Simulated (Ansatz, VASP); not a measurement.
**Li3SiN2: VASP beside Ansatz**

```
CELL_PARAMETERS angstrom
3.06497 0.00000 0.00000
0.00000 3.06497 0.00000
0.00000 0.00000 7.12155
ATOMIC_POSITIONS crystal
Li 0.00000 0.00000 0.80217
Li 0.00000 0.00000 0.19783
Li 0.00000 0.00000 0.50000
Si 0.50000 0.50000 0.00000
N 0.50000 0.50000 0.23621
N 0.50000 0.50000 0.76379
```

Change from the starting cell: species swapped into the Li3Tl2Cd type (P4/mmm, No. 123).

Alike in both runs: task relaxation of cell and atoms; functional PBE; k mesh 12 × 12 × 6; occupations gaussian, width 0.1 eV; no spin polarisation.

```csv
,VASP,Ansatz
version,VASP 6.6.1,Ansatz 0.2.0
potentials or method,"VASP PAW PBE potentials, release 64 (Li_sv, Si, N), cutoff 600 eV","scalar-relativistic, plane waves, PAW"
valence electrons in the cell,23,23
```

Ansatz gave:

* gap on the k mesh at the Fermi level, each at its own relaxed structure (eV): none
* relaxed volume (Å³/atom): 11.10
* relaxed cell length with the largest relative difference (Å): 7.115

Task: Which values does VASP return?

Result: gap on the k mesh at the Fermi level, each at its own relaxed structure (eV): none; relaxed volume (Å³/atom): 11.02; relaxed cell length with the largest relative difference (Å): 7.096.

A gap of «none» marks a metal or a gap that the smearing closes.

Noted on VASP's run: the cutoff is short for stress, so the pressure is rough.
